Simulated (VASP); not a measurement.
Write the native input for VASP 6.6.1 that does the following.

```yaml
Task: single point
Functional: LDA
Potentials_or_basis: VASP PAW LDA potentials, release 64 (Cs_sv, I)
Cutoff: 500 eV
k_mesh: 4 × 4 × 4
Occupations: gaussian, width 0.01 eV
Spin: no spin polarisation
Dipole_correction: no
Further_INCAR_settings: ALGO = Normal; EDIFF = 1e-06; NBANDS = 15
```

The structure of CsI lies in POSCAR:

```
CsI
1.0
    4.6081405142      0.0000000000      0.0000000000
    0.0000000000      4.6081405142      0.0000000000
    0.0000000000      0.0000000000      4.6081405142
Cs I
1 1
Direct
    0.0000000000      0.0000000000      0.0000000000
    0.5000000000      0.5000000000      0.5000000000
```

The input as run:

INCAR

```
SYSTEM = CsI
PREC = Accurate
ENCUT = 500
EDIFF = 1E-6
ISMEAR = 0
SIGMA = 0.01
LREAL = .False.
LASPH = .True.
NELM = 120
ALGO = Normal
ISIF = 2
LWAVE = .False.
LCHARG = .True.
GGA = CA
LELF = .True.
LVHAR = .True.
NBANDS = 15
GGA_COMPAT = .False.
```

KPOINTS

```
regular mesh
0
Gamma
  4 4 4
  0 0 0
```

Potentials or basis: VASP PAW LDA potentials, release 64 (Cs_sv, I).

The run is started by

```bash
$ cat potpaw_LDA.64/Cs_sv/POTCAR potpaw_LDA.64/I/POTCAR > POTCAR
$ mpirun -np 1 vasp_std > vasp.out
```

Results of the run:

```yaml
Pressure: -1.6 GPa
Band_gap_on_the_k_mesh: 3.45 eV, indirect (least direct gap 3.54 eV)
```

Caveat: spin-orbit coupling is left out, which moves the levels of the heavy elements.

It took 8.2 s on 1 thread of Intel(R) Xeon(R) Platinum 8375C CPU @ 2.90GHz (Ice Lake) (shared host), peak memory 0.17 GiB.
